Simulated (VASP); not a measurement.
# Bi (P2/m) in VASP: settings compared

Aim: see how the results for Bi move with the level of theory and the settings. Levels: LDA, PBE0, r2SCAN. Tasks: single point.

All numbers are computed with VASP 6.6.1; they aren't measurements. Logs are shortened: lines on timing, memory, paths and dates and some standing lists are left out, and cuts for length are marked.

### 1 The cell of the first run

It takes space group P2/m (No. 10, monoclinic). The conventional cell has a = 3.238 Å, b = 3.222 Å, c = 6.444 Å, α = 90.00°, β = 90.72°, γ = 90.00°. Within 4.9 Å of Bi (site symmetry m) lie 18 Bi at 3.22 to 4.81 Å.

### 2 Single point, LDA

INCAR

```
SYSTEM = Bi
PREC     = Accurate       ! precision mode
ENCUT    = 520            ! plane-wave cutoff, eV
EDIFF    = 1E-7           ! SCF threshold, eV
ISMEAR   = 1              ! smearing method
SIGMA    = 0.05           ! smearing width, eV
LREAL    = .False.        ! projectors in reciprocal space
LASPH    = .True.         ! aspherical terms in the spheres
NELM     = 60             ! most SCF steps
ALGO     = Normal         ! electronic algorithm
ISIF     = 2              ! what is computed and relaxed
LWAVE    = .False.        ! write WAVECAR
LCHARG   = .False.        ! write CHGCAR
GGA      = CA             ! functional
NBANDS   = 22             ! bands
```

KPOINTS

```
regular mesh
0
Gamma
  7 7 4
  0 0 0
```

POSCAR

```
Bi
1.0
    3.2383762460      0.0000000000      0.0000000000
    0.0000000000      3.2216433200      0.0000000000
   -0.0804548793      0.0000000000      6.4438887882
Bi
2
Direct
    0.5442472500      0.0000000000      0.7495778900
    0.4557527500      0.0000000000      0.2504221100
```

Potentials or basis: VASP PAW LDA potentials, release 64 (Bi_d).

Launch:

```sh
cat potpaw_LDA.64/Bi_d/POTCAR > POTCAR
mpirun -np 1 vasp_std > vasp.out
```

OUTCAR:

```text
SYSTEM = Bi
   PREC = Accurate
   ENCUT = 520
   EDIFF = 1E-7
   ISMEAR = 1
   LREAL = .False.
   LASPH = .True.
   NELM = 60
   ISIF = 2
   GGA = CA

 ion  position               nearest neighbor table
   1  0.544  0.000  0.750-   2 3.23   2 3.24
   2  0.456  0.000  0.250-   1 3.23   1 3.24

  LATTYP: Found a simple monoclinic cell.
 ALAT       =     3.2383762460
 B/A-ratio  =     0.9948329271
 C/A-ratio  =     1.9900068852
 COS(beta)  =    -0.0124844813

  Lattice vectors:

 A1 = (   3.2383762460,   0.0000000000,   0.0000000000)
 A2 = (   0.0000000000,   3.2216433200,   0.0000000000)
 A3 = (  -0.0804548793,   0.0000000000,   6.4438887882)

Analysis of symmetry for initial positions (statically):
=====================================================================
 Subroutine PRICEL returns:
 Original cell was already a primitive cell.

 Routine SETGRP: Setting up the symmetry group for a
 simple monoclinic supercell.

 Subroutine GETGRP returns: Found  4 space group operations
 (whereof  4 operations were pure point group operations)
 out of a pool of  4 trial point group operations.

The static configuration has the point symmetry C_2h.

Analysis of symmetry for dynamics (positions and initial velocities):
=====================================================================
 Subroutine PRICEL returns:
 Original cell was already a primitive cell.

 Routine SETGRP: Setting up the symmetry group for a
 simple monoclinic supercell.

 Subroutine GETGRP returns: Found  4 space group operations
 (whereof  4 operations were pure point group operations)
 out of a pool of  4 trial point group operations.

The dynamic configuration has the point symmetry C_2h.

 Subroutine INISYM returns: Found  4 space group operations
 (whereof  4 operations are pure point group operations),
 and found     1 'primitive' translations

----------------------------------------------------------------------------------------

                                     Primitive cell

  volume of cell :      67.2284

  direct lattice vectors                    reciprocal lattice vectors
     3.238376246  0.000000000  0.000000000     0.308796731  0.000000000  0.003855467
     0.000000000  3.221643320  0.000000000     0.000000000  0.310400594  0.000000000
    -0.080454879  0.000000000  6.443888788     0.000000000  0.000000000  0.155185794

  length of vectors
     3.238376246  3.221643320  6.444391026     0.308820799  0.310400594  0.155185794

[... 78 lines left out ...]
   ENCUT  =  520.0 eV  38.22 Ry    6.18 a.u.   6.02  5.99 11.98*2*pi/ulx,y,z
   NELM   =     60;   NELMIN=  2; NELMDL= -5     # of ELM steps
   EDIFF  = 0.1E-06   stopping-criterion for ELM
   LREAL  =      F    real-space projection
   EDIFFG = 0.1E-05   stopping-criterion for IOM
   NSW    =      0    number of steps for IOM
   IBRION =     -1    ionic relax: 0-MD 1-quasi-New 2-CG
   NFREE  =      0    steps in history (QN), initial steepest desc. (CG)
   ISIF   =      2    stress and relaxation
   ISYM   =      2    0-nonsym 1-usesym 2-fastsym
   POTIM  = 0.5000    time-step for ionic-motion
   TEBEG  =    0.0;   TEEND  =   0.0 temperature during run
   PSTRESS=    0.0 pullay stress
   NELECT =      30.0000    total number of electrons
   NUPDOWN=      -1.0000    fix difference up-down
   EMIN   =  10.00;   EMAX   =-10.00  energy-range for DOS
   EFERMI =   0.00;   METHOD = LEGACY
   ISMEAR =     1;   SIGMA  =   0.05  broadening in eV -4-tet -1-fermi 0-gaus
   EFERMI_NEDOS =   21; number of points for ismear=-14 and -15
   IALGO  =     38    algorithm
   IMIX   =      4    mixing-type and parameters
     AMIX     =   0.40;   BMIX     =  1.00
     AMIX_MAG =   1.60;   BMIX_MAG =  1.00
  volume/ion in A,a.u.               =      33.61       226.84
  Fermi-wavevector in a.u.,A,eV,Ry     =   1.251020  2.364085 21.293818  1.565051
  Thomas-Fermi vector in A             =   2.384987
   LORBIT       =      0    0 simple, 1 ext, 2 COOP (PROOUT), +10 PAW based schemes
   GGA     = CA    functional components
   LHFCALC =     F    Hartree Fock is set to
   AEXX    =    0.0000 exact exchange contribution
   IVDW    =     0    specifies the selected vdW correction
   LEPSILON=     F    determine dielectric tensor
   LRPA    =     F    only Hartree local field effects (RPA)
 non-spin polarized calculation
 Methfessel and Paxton  Order N= 1 SIGMA  =   0.05
  energy-cutoff  :      520.00
  volume of cell :       67.23
 maximum number of plane-waves:      1829
   NGX = 13   NGY = 11   NGZ = 23

 number of electron      30.0000014 magnetization

 Free energy of the ion-electron system (eV)
  ---------------------------------------------------
  ext. energy  EPLUGINS =         0.00000000
  ---------------------------------------------------
  free energy    TOTEN  =        -9.09094996 eV

  energy without entropy =       -9.09061149  energy(sigma->0) =       -9.09083714

 E-fermi :   6.5652     XC(G=0): -10.0428

 val. band max:        6.5622863790   @ k =   0.4286   0.0000   0.5000
 cond. band min:       6.5715296400   @ k =   0.2857   0.4286   0.5000
 fundamental gap:      0.0092432610
 Fermi energy:         6.5652170294

 k-point     1 :       0.0000    0.0000    0.0000
  band No.  band energies     occupation
      1     -16.3459      2.00000
      2     -16.3179      2.00000
      3     -16.3128      2.00000
      4     -16.0838      2.00000
      5     -16.0703      2.00000
      6     -16.0607      2.00000
[... 589 lines left out ...]
     21      15.7981      0.00000
     22      16.6657      0.00000

 [... further k-points ...]

------------------------ aborting loop because EDIFF is reached ----------------------------------------

  FORCE on cell =-STRESS in cart. coord.  units (eV):
  Direction    XX          YY          ZZ          XY          YZ          ZX
  --------------------------------------------------------------------------------------
  -------------------------------------------------------------------------------------
  Total       -0.7665117     -0.5416195     -0.8778787      0.0000000      0.0000000     -0.1255435
  in kB      -18.2673919    -12.9077962    -20.9214754      0.0000000      0.0000000     -2.9919333
  external PRESSURE =     -17.3655545 kB  Pullay stress =       0.0000000 kB

 VOLUME and BASIS-vectors are now :
 -----------------------------------------------------------------------------
  energy-cutoff  :      520.00
  volume of cell :       67.23
      direct lattice vectors                 reciprocal lattice vectors
     3.238376246  0.000000000  0.000000000     0.308796731  0.000000000  0.003855467
     0.000000000  3.221643320  0.000000000     0.000000000  0.310400594  0.000000000
    -0.080454879  0.000000000  6.443888788     0.000000000  0.000000000  0.155185794

 POSITION                                       TOTAL-FORCE (eV/Angst)
 -----------------------------------------------------------------------------------
      1.70217      0.00000      4.83020        -0.004215      0.000000     -0.005959
      1.45575      0.00000      1.61369         0.004215      0.000000      0.005959
 -----------------------------------------------------------------------------------
    total drift:                                0.000000     -0.000000      0.000000

  FREE ENERGIE OF THE ION-ELECTRON SYSTEM (eV)
  ---------------------------------------------------
  free  energy   TOTEN  =        -9.0909499607 eV

  energy  without entropy=       -9.0906114852  energy(sigma->0) =       -9.09083714
```

OSZICAR:

```text
N       E                     dE             d eps       ncg     rms          rms(c)
DAV:   1     0.303816044074E+03    0.30382E+03   -0.16307E+04  2660   0.166E+03
DAV:   2     0.169812865989E+02   -0.28683E+03   -0.27928E+03  2658   0.438E+02
DAV:   3    -0.822290912177E+01   -0.25204E+02   -0.24708E+02  3230   0.142E+02
DAV:   4    -0.906801435124E+01   -0.84511E+00   -0.84465E+00  3170   0.286E+01
DAV:   5    -0.910487890493E+01   -0.36865E-01   -0.36863E-01  3718   0.540E+00    0.850E-01
DAV:   6    -0.909466173211E+01    0.10217E-01   -0.19696E-02  3444   0.156E+00    0.488E-01
DAV:   7    -0.909109810078E+01    0.35636E-02   -0.93727E-03  3518   0.114E+00    0.111E-01
DAV:   8    -0.909094858472E+01    0.14952E-03   -0.99401E-04  3286   0.400E-01    0.100E-02
DAV:   9    -0.909094982217E+01   -0.12375E-05   -0.39038E-05  3814   0.592E-02    0.525E-03
DAV:  10    -0.909094993809E+01   -0.11592E-06   -0.15989E-06  3570   0.987E-03    0.101E-03
DAV:  11    -0.909094996065E+01   -0.22558E-07   -0.16863E-07  2456   0.429E-03
   1 F= -.90909500E+01 E0= -.90908371E+01  d E =-.338475E-03
```

Run time: 35 s. Hardware: 1 thread of Intel Xeon Platinum 8488C (Sapphire Rapids), shared host; peak memory 0.18 GiB.

What came out:

```
Free energy            : -9.0909 eV
Pressure               : -1.7 GPa
Largest force          : 0.007 eV/Å
Band gap on the k mesh : zero (bands 15 and 16 overlap by 6.05 eV)
```

Forces in eV/Å, atoms in the order of the input:
```
Bi  -0.004  0.000 -0.006
Bi   0.004  0.000  0.006
```

Stress tensor (GPa, compression positive):
```
-1.83  0.00 -0.30
 0.00 -1.29  0.00
-0.30  0.00 -2.09
```

Caveat: spin-orbit coupling is left out, which moves the levels of the heavy elements.

### 3 Single point, PBE0

POSCAR is that of step 2.

INCAR.step1

```
SYSTEM = Bi
PREC     = Accurate       ! precision mode
ENCUT    = 520            ! plane-wave cutoff, eV
EDIFF    = 1E-5           ! SCF threshold, eV
ISMEAR   = -1             ! smearing method
SIGMA    = 0.1            ! smearing width, eV
LREAL    = .FALSE.        ! projectors in reciprocal space
LASPH    = .TRUE.         ! aspherical terms in the spheres
NELM     = 80             ! most SCF steps
ALGO     = Normal         ! electronic algorithm
ISIF     = 2              ! what is computed and relaxed
LWAVE    = .TRUE.         ! write WAVECAR
LCHARG   = .FALSE.        ! write CHGCAR
NBANDS   = 22             ! bands
GGA      = PE             ! functional
```

INCAR.step2

```
SYSTEM = Bi
PREC     = Accurate       ! precision mode
ENCUT    = 520            ! plane-wave cutoff, eV
EDIFF    = 1E-6           ! SCF threshold, eV
ISMEAR   = -1             ! smearing method
SIGMA    = 0.1            ! smearing width, eV
LREAL    = .FALSE.        ! projectors in reciprocal space
LASPH    = .TRUE.         ! aspherical terms in the spheres
NELM     = 80             ! most SCF steps
ALGO     = Normal         ! electronic algorithm
ISIF     = 2              ! what is computed and relaxed
LWAVE    = .FALSE.        ! write WAVECAR
LCHARG   = .FALSE.        ! write CHGCAR
GGA      = PE             ! functional
LHFCALC  = .TRUE.         ! exact exchange
AEXX     = 0.25           ! exact-exchange fraction
PRECFOCK = Normal       
NBANDS   = 22             ! bands
ISTART   = 1
```

KPOINTS

```
Automatic mesh
0
G
  4 4 2
  0 0 0
```

Potentials or basis: VASP PAW PBE potentials, release 64 (Bi_d).

Launch:

```sh
cat potpaw_PBE.64/Bi_d/POTCAR > POTCAR
cp INCAR.step1 INCAR
mpirun -np 1 vasp_std > vasp.out
cp INCAR.step2 INCAR
mpirun -np 1 vasp_std > vasp.out
```

Wall time 20 min (1 thread of Intel Xeon Platinum 8488C (Sapphire Rapids), shared host); peak memory 0.19 GiB.

Results (log left out):

- Free energy: -9.2785 eV
- Pressure: 0.9 GPa
- Largest force: 0.328 eV/Å
- Band gap on the k mesh: zero (bands 15 and 16 overlap by 7.83 eV)

Forces in eV/Å, atoms in the order of the input:
```
Bi   0.320  0.000 -0.071
Bi  -0.320  0.000  0.071
```

Stress tensor (GPa, compression positive):
```
 0.32  0.00 -0.03
 0.00  3.88  0.00
-0.03  0.00 -1.44
```

Levels at points of the mesh, in eV from the Fermi level:
```tsv
k point	band 13	band 14	band 15	band 16	band 17	band 18
(0.00, 0.00, 0.00)	-6.31	3.89	3.92	3.93	5.71	6.17
(0.50, 0.00, 0.00)	-6.26	-4.10	-3.92	2.88	6.16	6.44
(0.00, 0.50, 0.00)	-6.33	-4.01	-4.01	3.22	6.12	6.16
(0.50, 0.50, 0.00)	-4.03	-3.97	-2.04	-2.03	-1.87	3.26
(0.00, 0.00, 0.50)	-2.61	-2.53	4.66	4.76	4.84	4.86
(0.50, 0.00, 0.50)	-5.45	-5.42	0.49	0.64	6.07	6.14
(0.00, 0.50, 0.50)	-5.41	-5.39	0.50	0.58	6.16	6.17
(0.50, 0.50, 0.50)	-3.21	-3.20	-3.19	-3.16	2.75	2.89
```

Caveat: the k points lie up to 0.49 Å⁻¹ apart, too coarse for converged energies and pressures of a metal; the PAW data sets were made with another functional, which shifts forces and pressure a little; spin-orbit coupling is left out, which moves the levels of the heavy elements.

### 4 Single point, r2SCAN

POSCAR is that of step 3.

INCAR.step1

```
PREC = Accurate
ENCUT = 520
ISMEAR = -1
SIGMA = 0.05
LREAL = F
LASPH = T
NELM = 60
NBANDS = 22
GGA = PE
ALGO = Normal
EDIFF = 1E-4
LWAVE = T
LCHARG = F
```

INCAR.step2

```
PREC = Accurate
ENCUT = 520
EDIFF = 1E-6
ISMEAR = -1
SIGMA = 0.05
LREAL = F
LASPH = T
NELM = 60
ALGO = Normal
ISIF = 2
LWAVE = F
LCHARG = F
METAGGA = R2SCAN
LMIXTAU = T
NBANDS = 22
ISTART = 1
```

KPOINTS

```
Automatic mesh
0
Gamma
  8 8 4
```

Potentials or basis: VASP PAW PBE potentials, release 64 (Bi_d).

Launch:

```sh
cat potpaw_PBE.64/Bi_d/POTCAR > POTCAR
cp INCAR.step1 INCAR
mpirun -np 1 vasp_std > vasp.out
cp INCAR.step2 INCAR
mpirun -np 1 vasp_std > vasp.out
```

OUTCAR:

```text
PREC = Accurate
   ENCUT = 520
   EDIFF = 1E-6
   ISMEAR = -1
   LREAL = F
   LASPH = T
   NELM = 60
   ISIF = 2
   METAGGA = R2SCAN
   ISTART = 1

 ion  position               nearest neighbor table
   1  0.544  0.000  0.750-   2 3.23   2 3.24
   2  0.456  0.000  0.250-   1 3.23   1 3.24

  LATTYP: Found a simple monoclinic cell.
 ALAT       =     3.2383762460
 B/A-ratio  =     0.9948329271
 C/A-ratio  =     1.9900068852
 COS(beta)  =    -0.0124844813

  Lattice vectors:

[... 784 lines left out ...]
 [... further k-points ...]

------------------------ aborting loop because EDIFF is reached ----------------------------------------

  FORCE on cell =-STRESS in cart. coord.  units (eV):
  Direction    XX          YY          ZZ          XY          YZ          ZX
  --------------------------------------------------------------------------------------
  -------------------------------------------------------------------------------------
  Total        0.3762817      0.7053015      0.2630199      0.0000000      0.0000000     -0.0502293
  in kB        8.9674899     16.8086416      6.2682504      0.0000000      0.0000000     -1.1970569
  external PRESSURE =      10.6814606 kB  Pullay stress =       0.0000000 kB

 VOLUME and BASIS-vectors are now :
 -----------------------------------------------------------------------------
  energy-cutoff  :      520.00
  volume of cell :       67.23
      direct lattice vectors                 reciprocal lattice vectors
     3.238376246  0.000000000  0.000000000     0.308796731  0.000000000  0.003855467
     0.000000000  3.221643320  0.000000000     0.000000000  0.310400594  0.000000000
    -0.080454879  0.000000000  6.443888788     0.000000000  0.000000000  0.155185794

 POSITION                                       TOTAL-FORCE (eV/Angst)
 -----------------------------------------------------------------------------------
      1.70217      0.00000      4.83020        -0.006609      0.000000     -0.024568
      1.45575      0.00000      1.61369         0.006609     -0.000000      0.024568
 -----------------------------------------------------------------------------------
    total drift:                                0.000000     -0.000000      0.000000

  FREE ENERGIE OF THE ION-ELECTRON SYSTEM (eV)
  ---------------------------------------------------
  free  energy   TOTEN  =      -116.8365252412 eV

  energy  without entropy=     -116.8226161180  energy(sigma->0) =     -116.82957068
```

OUTCAR.step1:

```text
PREC = Accurate
   ENCUT = 520
   ISMEAR = -1
   LREAL = F
   LASPH = T
   NELM = 60
[... 821 lines left out ...]
 -----------------------------------------------------------------------------------
      1.70217      0.00000      4.83020         0.013587     -0.000000     -0.010270
      1.45575      0.00000      1.61369        -0.013587      0.000000      0.010270
 -----------------------------------------------------------------------------------
    total drift:                                0.000000     -0.000000      0.000000

  FREE ENERGIE OF THE ION-ELECTRON SYSTEM (eV)
  ---------------------------------------------------
  free  energy   TOTEN  =        -7.6512509491 eV

  energy  without entropy=       -7.6370426348  energy(sigma->0) =       -7.64414679
```

OSZICAR.step1:

```text
N       E                     dE             d eps       ncg     rms          rms(c)
DAV:   1     0.307390094164E+03    0.30739E+03   -0.16201E+04  3966   0.167E+03
DAV:   2     0.182862346059E+02   -0.28910E+03   -0.28160E+03  4032   0.440E+02
DAV:   3    -0.676015166042E+01   -0.25046E+02   -0.24676E+02  4770   0.142E+02
DAV:   4    -0.761409213875E+01   -0.85394E+00   -0.85344E+00  4828   0.287E+01
DAV:   5    -0.765066468822E+01   -0.36573E-01   -0.36571E-01  5588   0.538E+00    0.793E-01
DAV:   6    -0.764966884585E+01    0.99584E-03   -0.17560E-02  5250   0.145E+00    0.472E-01
DAV:   7    -0.765107532203E+01   -0.14065E-02   -0.85888E-03  5226   0.112E+00    0.116E-01
DAV:   8    -0.765125091768E+01   -0.17560E-03   -0.87996E-04  4704   0.349E-01    0.112E-02
DAV:   9    -0.765125094912E+01   -0.31443E-07   -0.20955E-05  2610   0.441E-02
   1 F= -.76512509E+01 E0= -.76441468E+01  d E =-.142083E-01
```

Wall time 8.3 min (1 thread of AMD EPYC 7R13, shared host); peak memory 0.21 GiB.

What came out:

```
Free energy            : -116.8365 eV
Pressure               : 1.1 GPa
Largest force          : 0.025 eV/Å
Band gap on the k mesh : zero (bands 15 and 16 overlap by 6.70 eV)
```

Forces on the atoms (eV/Å):
```
Bi  -0.007  0.000 -0.025
Bi   0.007  0.000  0.025
```

Caveat: the PAW data sets were made with another functional, which shifts forces and pressure a little; spin-orbit coupling is left out, which moves the levels of the heavy elements.

(Part 1 of 2 ends here.)
